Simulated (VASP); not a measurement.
A run of VASP 6.6.1:

Contents of INCAR:

```
PREC = Accurate ; ENCUT = 500
EDIFF = 1E-6 ; ISMEAR = -1
SIGMA = 0.15 ; LREAL = False
LASPH = True ; NELM = 120
ALGO = Normal ; ISIF = 2
LWAVE = False ; LCHARG = False
GGA = PE ; NBANDS = 48
GGA_COMPAT = False
```

Contents of KPOINTS:

```
Automatic mesh
0
Gamma
  18 18 4
```

Contents of POSCAR:

```
IrRh2
1.0
    2.7358453970      0.0000000000      0.0000000000
   -1.3679226985      2.3693116146      0.0000000000
    0.0000000000      0.0000000000     13.2326107761
Ir Rh
2 4
Direct
    0.3333333333      0.6666666667      0.2500000000
    0.6666666667      0.3333333333      0.7500000000
    0.3333333333      0.6666666667      0.9161171684
    0.3333333333      0.6666666667      0.5838828316
    0.6666666667      0.3333333333      0.0838828316
    0.6666666667      0.3333333333      0.4161171684
```

Potentials or basis: VASP PAW PBE potentials, release 64 (Ir, Rh_pv).

The run is started by

```bash
$ cat potpaw_PBE.64/Ir/POTCAR potpaw_PBE.64/Rh_pv/POTCAR > POTCAR
$ mpirun -np 1 vasp_std > vasp.out
```

Hardware: 1 thread of Oxide Virtual Turin-like Processor, with other jobs on the host.

Problem. Estimate the wall time of this run.

Solution. It took 6.1 min on 1 thread of Oxide Virtual Turin-like Processor (shared host), peak memory 0.4 GiB. Counts: scf iterations 15, k points 111.
